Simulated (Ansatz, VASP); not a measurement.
## One calculation of Hf, two programs

INCAR

```
  PREC = Accurate
  ENCUT = 520
  EDIFF = 1E-6
  ISMEAR = 0
  SIGMA = 0.15
  LREAL = False
  LASPH = True
  NELM = 60
  ALGO = Normal
  ISIF = 2
  LWAVE = False
  LCHARG = False
  GGA = PS
  NBANDS = 11
```

KPOINTS

```
regular mesh
0
Gamma
  18 18 18
```

POSCAR

```
Hf
1.0
    0.0000000000      2.3088000000      2.1312000000
    2.3088000000      0.0000000000      2.1312000000
    2.3088000000      2.3088000000      0.0000000000
Hf
1
Direct
    0.0000000000      0.0000000000      0.0000000000
```

Input for Ansatz:

```yaml
crystal:
  lattice:
    - [0.0, 2.3088, 2.1312]
    - [2.3088, 0.0, 2.1312]
    - [2.3088, 2.3088, 0.0]
  atoms:
    - { symbol: Hf, position: [0.0, 0.0, 0.0] }
basis:
  ecutwfc: 420
kpoints:
  mp_grid: { grid: [18, 18, 18] }
hamiltonian:
  xc: pbesol
scf:
  occupations: { method: gaussian, width: 0.15 }
output:
  forces: true
  stress: true
  eigenvalues: true
```

Change from the starting cell: strain +0.040 along x and y, -0.040 along z, atoms carried along.

Alike in both runs: task single point; functional PBEsol; k mesh 18 × 18 × 18; occupations gaussian, width 0.15 eV; no spin polarisation.

|  | VASP | Ansatz |
| --- | --- | --- |
| version | VASP 6.6.1 | Ansatz 0.2.0 |
| potentials or method | VASP PAW PBE potentials, release 64 (Hf_pv), cutoff 520 eV | scalar-relativistic, plane waves, PAW |
| valence electrons in the cell | 10 | 26 |

|  | VASP | Ansatz | Ansatz less VASP |
| --- | --- | --- | --- |
| gap on the k mesh at the Fermi level (eV) | none | none | - |
| pressure (GPa) | -5.6 | -5.2 | +0.38 |
| traceless stress, the component that is largest in VASP (GPa) | 2.40 | 2.38 | -0.026 |

VASP's potentials were made for PBE, not for PBEsol. A gap of «none» marks a metal or a gap that the smearing closes. With one functional, cell and mesh, what is left measures potentials, basis and numerics. VASP's potentials hold 10 valence electrons a cell and Ansatz's 26, so a difference there can come from the potentials and not from the codes.

Spin-orbit coupling is off throughout.
